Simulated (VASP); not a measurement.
# Be (P6/mmm) in VASP: notebook

Runs on Be. Level: PBE. Tasks: single point.

Program: VASP 6.6.1. These are calculated values, not measurements. Logs are shortened: lines on timing, memory, paths and dates and some standing lists are left out, and cuts for length are marked.

## (1) The cell of the first run

Symmetry: P6/mmm, No. 191, hexagonal system. The conventional cell has a = 3.583 Å, b = 3.583 Å, c = 2.202 Å, α = 90.00°, β = 90.00°, γ = 120.00°. Be (site symmetry 6/mmm) has 14 Be at 2.20 to 2.34 Å within 2.9 Å. Be (site symmetry -6m2) has 11 Be at 2.07 to 2.34 Å within 2.7 Å.

## (2) Single point, PBE

Input file INCAR:

```
ALGO = Normal
EDIFF = 1E-7
ENCUT = 520
GGA = PE
ISIF = 2
ISMEAR = -1
LASPH = True
LCHARG = False
LREAL = False
LWAVE = False
NBANDS = 10
NELM = 100
PREC = Accurate
SIGMA = 0.08
```

Input file KPOINTS:

```
k-points
0
Gamma
  10 10 14
```

Input file POSCAR:

```
Be
1.0
    3.5829832342      0.0000000000      0.0000000000
   -1.7914916171      3.1029545021      0.0000000000
    0.0000000000      0.0000000000      2.2019664072
Be
3
Direct
    0.0000000000      0.0000000000      0.0000000000
    0.3333333333      0.6666666667      0.5000000000
    0.6666666667      0.3333333333      0.5000000000
```

Potentials or basis: VASP PAW PBE potentials, release 64 (Be).

Run with:

```console
cat potpaw_PBE.64/Be/POTCAR > POTCAR
mpirun -np 1 vasp_std > vasp.out
```

OUTCAR:

```text
EDIFF = 1E-7
   ENCUT = 520
   GGA = PE
   ISIF = 2
   ISMEAR = -1
   LASPH = True
   LREAL = False
   NELM = 100
   PREC = Accurate

 ion  position               nearest neighbor table
   1  0.000  0.000  0.000-   2 2.34   3 2.34   2 2.34   3 2.34   2 2.34   2 2.34   3 2.34   3 2.34
                             3 2.34   3 2.34   2 2.34   2 2.34
   2  0.333  0.667  0.500-   3 2.07   3 2.07   3 2.07   1 2.34   1 2.34   1 2.34   1 2.34   1 2.34
                             1 2.34
   3  0.667  0.333  0.500-   2 2.07   2 2.07   2 2.07   1 2.34   1 2.34   1 2.34   1 2.34   1 2.34
                             1 2.34

  LATTYP: Found a hexagonal cell.
 ALAT       =     3.5829832342
 C/A-ratio  =     0.6145622972

  Lattice vectors:

 A1 = (   3.5829832342,   0.0000000000,   0.0000000000)
 A2 = (  -1.7914916171,   3.1029545021,   0.0000000000)
 A3 = (   0.0000000000,   0.0000000000,   2.2019664072)

Analysis of symmetry for initial positions (statically):
=====================================================================
 Subroutine PRICEL returns:
 Original cell was already a primitive cell.

 Routine SETGRP: Setting up the symmetry group for a
 hexagonal supercell.

 Subroutine GETGRP returns: Found 24 space group operations
 (whereof 24 operations were pure point group operations)
 out of a pool of 24 trial point group operations.

The static configuration has the point symmetry D_6h.

Analysis of symmetry for dynamics (positions and initial velocities):
=====================================================================
 Subroutine PRICEL returns:
 Original cell was already a primitive cell.

 Routine SETGRP: Setting up the symmetry group for a
 hexagonal supercell.

 Subroutine GETGRP returns: Found 24 space group operations
 (whereof 24 operations were pure point group operations)
 out of a pool of 24 trial point group operations.

The dynamic configuration has the point symmetry D_6h.

 Subroutine INISYM returns: Found 24 space group operations
 (whereof 24 operations are pure point group operations),
 and found     1 'primitive' translations

----------------------------------------------------------------------------------------

                                     Primitive cell

  volume of cell :      24.4811

  direct lattice vectors                    reciprocal lattice vectors
     3.582983234  0.000000000  0.000000000     0.279097036  0.161136749  0.000000000
    -1.791491617  3.102954502  0.000000000     0.000000000  0.322273498  0.000000000
     0.000000000  0.000000000  2.201966407     0.000000000  0.000000000  0.454139535

  length of vectors
     3.582983234  3.582983234  2.201966407     0.322273498  0.322273498  0.454139535

  position of ions in fractional coordinates (direct lattice)
     0.000000000  0.000000000  0.000000000
     0.333333333  0.666666667  0.500000000
     0.666666667  0.333333333  0.500000000

  ion indices of the primitive-cell ions
   primitive index   ion index
                 1           1
                 2           2
                 3           3

----------------------------------------------------------------------------------------

 KPOINTS: k-points

Automatic generation of k-mesh.
 Grid dimensions read from file:
 generate k-points for:   10   10   14

 Generating k-lattice:

  Cartesian coordinates                     Fractional coordinates (reciprocal lattice)
     0.027909704  0.016113675  0.000000000     0.100000000  0.000000000  0.000000000
     0.000000000  0.032227350  0.000000000     0.000000000  0.100000000  0.000000000
     0.000000000  0.000000000  0.032438538     0.000000000  0.000000000  0.071428571

  Length of vectors
     0.032227350  0.032227350  0.032438538

  Shift w.r.t. Gamma in fractional coordinates (k-lattice)
     0.000000000  0.000000000  0.000000000

 Subroutine IBZKPT returns following result:
 ===========================================

 Found    112 irreducible k-points:

 Following reciprocal coordinates:
            Coordinates               Weight
  0.000000  0.000000  0.000000      1.000000
  0.100000  0.000000  0.000000      6.000000
  0.200000  0.000000  0.000000      6.000000
  0.300000  0.000000  0.000000      6.000000
  0.400000  0.000000  0.000000      6.000000
  0.500000  0.000000  0.000000      3.000000
[... 16 lines left out ...]
  0.300000  0.100000  0.071429     24.000000
  0.400000  0.100000  0.071429     24.000000
 [... further k-points ...]
   k-points           NKPTS =    112   k-points in BZ     NKDIM =    112   number of bands    NBANDS=     10
   number of dos      NEDOS =    301   number of ions     NIONS =      3
   total plane-waves  NPLWV =  12544
   dimension x,y,z NGX =    28 NGY =   28 NGZ =   16
   dimension x,y,z NGXF=    56 NGYF=   56 NGZF=   32
   ions per type =               3
   NGX,Y,Z   is equivalent  to a cutoff of  12.99, 12.99, 12.08 a.u.
   NGXF,Y,Z  is equivalent  to a cutoff of  25.98, 25.98, 24.16 a.u.
 SYSTEM =  unknown system
   PREC   = accura    normal or accurate (medium, high low for compatibility)
   ISTART =      0    job   : 0-new  1-cont  2-samecut
   ICHARG =      2    charge: 1-file 2-atom 10-const
   ISPIN  =      1    spin polarized calculation?
   LNONCOLLINEAR =      F non collinear calculations
   LSORBIT =      F    spin-orbit coupling
   LASPH  =      T    aspherical Exc in radial PAW
   ENCUT  =  520.0 eV  38.22 Ry    6.18 a.u.   6.66  6.66  4.09*2*pi/ulx,y,z
   NELM   =    100;   NELMIN=  2; NELMDL= -5     # of ELM steps
   EDIFF  = 0.1E-06   stopping-criterion for ELM
   LREAL  =      F    real-space projection
   EDIFFG = 0.1E-05   stopping-criterion for IOM
   NSW    =      0    number of steps for IOM
   IBRION =     -1    ionic relax: 0-MD 1-quasi-New 2-CG
   NFREE  =      0    steps in history (QN), initial steepest desc. (CG)
   ISIF   =      2    stress and relaxation
   ISYM   =      2    0-nonsym 1-usesym 2-fastsym
   POTIM  = 0.5000    time-step for ionic-motion
   TEBEG  =    0.0;   TEEND  =   0.0 temperature during run
   PSTRESS=    0.0 pullay stress
   NELECT =       6.0000    total number of electrons
   NUPDOWN=      -1.0000    fix difference up-down
   EMIN   =  10.00;   EMAX   =-10.00  energy-range for DOS
   EFERMI =   0.00;   METHOD = LEGACY
   ISMEAR =    -1;   SIGMA  =   0.08  broadening in eV -4-tet -1-fermi 0-gaus
   EFERMI_NEDOS =   21; number of points for ismear=-14 and -15
   IALGO  =     38    algorithm
   IMIX   =      4    mixing-type and parameters
     AMIX     =   0.40;   BMIX     =  1.00
     AMIX_MAG =   1.60;   BMIX_MAG =  1.00
  volume/ion in A,a.u.               =       8.16        55.07
  Fermi-wavevector in a.u.,A,eV,Ry     =   1.024507  1.936038 14.280875  1.049615
  Thomas-Fermi vector in A             =   2.158298
   LORBIT       =      0    0 simple, 1 ext, 2 COOP (PROOUT), +10 PAW based schemes
   GGA     = PE    functional components
[... 5 lines left out ...]
 non-spin polarized calculation
  energy-cutoff  :      520.00
  volume of cell :       24.48
 maximum number of plane-waves:       686
 NGX is ok and might be reduce to    28
   NGX = 13   NGY = 13   NGZ =  9

 number of electron       6.0000000 magnetization

 Free energy of the ion-electron system (eV)
  ---------------------------------------------------
  ext. energy  EPLUGINS =         0.00000000
  ---------------------------------------------------
  free energy    TOTEN  =       -10.74131532 eV

  energy without entropy =      -10.73085631  energy(sigma->0) =      -10.73608582

 E-fermi :   7.3797     XC(G=0): -10.5055

 val. band max:        7.3225064687   @ k =   0.5000   0.0000   0.3571
 cond. band min:       7.4466296213   @ k =   0.0000   0.0000   0.2143
 fundamental gap:      0.1241231526
 Fermi energy:         7.3797196736

 k-point     1 :       0.0000    0.0000    0.0000
  band No.  band energies     occupation
      1      -4.4079      2.00000
      2       6.1790      2.00000
      3       6.1790      2.00000
      4       6.3973      1.99999
      5       6.3973      1.99999
      6      12.7389      0.00000
      7      12.9644      0.00000
      8      17.8621      0.00000
      9      26.3099      0.00000
     10      26.3545      0.00000

 k-point     2 :       0.1000    0.0000    0.0000
  band No.  band energies     occupation
      1      -4.2924      2.00000
      2       4.6192      2.00000
      3       4.9292      2.00000
      4       7.4732      0.47446
      5       7.9403      0.00181
      6      13.2041      0.00000
      7      13.4030      0.00000
      8      18.0000      0.00000
      9      25.7977      0.00000
     10      26.0866      0.00000

 k-point     3 :       0.2000    0.0000    0.0000
  band No.  band energies     occupation
      1      -3.9459      2.00000
      2       2.8647      2.00000
      3       3.8738      2.00000
      4       7.9380      0.00186
      5       9.8721      0.00000
      6      14.1502      0.00000
      7      14.9754      0.00000
      8      18.4113      0.00000
      9      24.3614      0.00000
     10      24.8472      0.00000

 k-point     4 :       0.3000    0.0000    0.0000
  band No.  band energies     occupation
      1      -3.3682      2.00000
      2       1.2126      2.00000
      3       3.1175      2.00000
      4       7.9937      0.00093
      5      12.0778      0.00000
      6      15.4119      0.00000
      7      17.2243      0.00000
      8      19.0886      0.00000
      9      22.5489      0.00000
     10      22.6635      0.00000

 k-point     5 :       0.4000    0.0000    0.0000
  band No.  band energies     occupation
      1      -2.5598      2.00000
      2      -0.2596      2.00000
      3       2.6630      2.00000
      4       7.9465      0.00167
      5      14.5315      0.00000
      6      16.9430      0.00000
      7      19.4378      0.00000
      8      19.9885      0.00000
      9      20.0169      0.00000
     10      20.6104      0.00000

 k-point     6 :       0.5000    0.0000    0.0000
  band No.  band energies     occupation
      1      -1.5559      2.00000
      2      -1.4874      2.00000
      3       2.5114      2.00000
      4       7.9207      0.00231
      5      16.9863      0.00000
      6      17.4218      0.00000
      7      18.5378      0.00000
      8      18.8658      0.00000
      9      20.4979      0.00000
     10      21.1543      0.00000
[... 183 lines left out ...]
 k-point    21 :       0.1000    0.1000    0.0714
  band No.  band energies     occupation
      1      -3.9435      2.00000
      2       3.8152      2.00000
      3       3.8286      2.00000
      4       8.6586      0.00000
      5       8.8112      0.00000
      6      13.8686      0.00000
      7      14.1168      0.00000
      8      17.5811      0.00000
      9      24.5678      0.00000
     10      24.9258      0.00000

 k-point    22 :       0.2000    0.1000    0.0714
  band No.  band energies     occupation
      1      -3.4810      2.00000
      2       2.1908      2.00000
      3       3.0180      2.00000
      4       8.8368      0.00000
      5      10.5704      0.00000
      6      15.2108      0.00000
      7      15.9436      0.00000
      8      18.0351      0.00000
      9      22.6266      0.00000
     10      23.8991      0.00000

 k-point    23 :       0.3000    0.1000    0.0714
  band No.  band energies     occupation
      1      -2.7875      2.00000
      2       0.6464      2.00000
      3       2.4621      2.00000
      4       8.7567      0.00000
      5      12.7084      0.00000
      6      16.7093      0.00000
      7      18.1116      0.00000
      8      18.6772      0.00000
      9      20.3115      0.00000
     10      22.5230      0.00000

 k-point    24 :       0.4000    0.1000    0.0714
  band No.  band energies     occupation
      1      -1.8652      2.00000
      2      -0.7147      2.00000
      3       2.1804      2.00000
      4       8.6856      0.00000
      5      15.0557      0.00000
      6      17.4771      0.00000
      7      18.4271      0.00000
      8      19.3704      0.00000
      9      19.9030      0.00000
     10      20.7861      0.00000

 [... further k-points ...]
[... 5 lines left out ...]
  --------------------------------------------------------------------------------------
  -------------------------------------------------------------------------------------
  Total       -0.1765082     -0.1765082     -0.1816185      0.0000000     -0.0000000     -0.0000000
  in kB      -11.5516679    -11.5516679    -11.8861131      0.0000000     -0.0000000     -0.0000000
  external PRESSURE =     -11.6631496 kB  Pullay stress =       0.0000000 kB

 VOLUME and BASIS-vectors are now :
 -----------------------------------------------------------------------------
  energy-cutoff  :      520.00
  volume of cell :       24.48
      direct lattice vectors                 reciprocal lattice vectors
     3.582983234  0.000000000  0.000000000     0.279097036  0.161136749  0.000000000
    -1.791491617  3.102954502  0.000000000     0.000000000  0.322273498  0.000000000
     0.000000000  0.000000000  2.201966407     0.000000000  0.000000000  0.454139535

 POSITION                                       TOTAL-FORCE (eV/Angst)
 -----------------------------------------------------------------------------------
      0.00000      0.00000      0.00000        -0.000000      0.000000      0.000000
     -0.00000      2.06864      1.10098        -0.000000     -0.000000      0.000000
      1.79149      1.03432      1.10098         0.000000      0.000000     -0.000000
 -----------------------------------------------------------------------------------
    total drift:                                0.000000     -0.000000     -0.000000

  FREE ENERGIE OF THE ION-ELECTRON SYSTEM (eV)
  ---------------------------------------------------
  free  energy   TOTEN  =       -10.7413153192 eV

  energy  without entropy=      -10.7308563113  energy(sigma->0) =      -10.73608582
```

Run time: 14 s. Hardware: 1 thread of Intel Xeon Platinum 8259CL at 2.50GHz (Skylake/Cascade Lake), shared host; peak memory 0.14 GiB.

What came out:

| Item | Value |
| --- | --- |
| Free energy | -10.7413 eV |
| Pressure | -1.2 GPa |
| Band gap on the k mesh | zero (band 3 reaches 11.09 eV, above the bottom of band 4 at 6.40 eV) |

## (3) Single point, PBE

Input file INCAR:

```
SYSTEM = Be
  ALGO = Normal
  EDIFF = 1E-6
  ENCUT = 520
  GGA = PE
  ISIF = 2
  ISMEAR = -1
  LASPH = .True.
  LCHARG = .False.
  LREAL = .False.
  LWAVE = .False.
  NBANDS = 10
  NELM = 80
  PREC = Accurate
  SIGMA = 0.08
```

Input file KPOINTS:

```
k-points
0
Gamma
  10 10 14
  0 0 0
```

POSCAR is that of step 2.

Potentials or basis: VASP PAW PBE potentials, release 64 (Be).

Run with:

```console
cat potpaw_PBE.64/Be/POTCAR > POTCAR
mpirun -np 1 vasp_std > vasp.out
```

Run time: 15 s. Hardware: 1 thread of Intel Xeon Platinum 8259CL at 2.50GHz (Skylake/Cascade Lake), shared host; peak memory 0.14 GiB.

Results (log left out):

```yaml
Free_energy: -10.7413 eV
Pressure: -1.2 GPa
Band_gap_on_the_k_mesh: zero (band 3 reaches 11.09 eV, above the bottom of band 4 at 6.40 eV)
```

Levels at points of the mesh, in eV from the Fermi level:
| k point | band 1 | band 2 | band 3 | band 4 | band 5 | band 6 |
| --- | --- | --- | --- | --- | --- | --- |
| (0.00, 0.00, 0.00) | -11.79 | -1.20 | -1.20 | -0.98 | -0.98 | 5.36 |
| (0.50, 0.00, 0.00) | -8.94 | -8.87 | -4.87 | 0.54 | 9.61 | 10.04 |
| (0.00, 0.00, 0.50) | -6.42 | -5.62 | 3.71 | 3.71 | 4.30 | 5.87 |
| (0.50, 0.00, 0.50) | -4.40 | -4.31 | -1.79 | -0.58 | 1.34 | 3.79 |
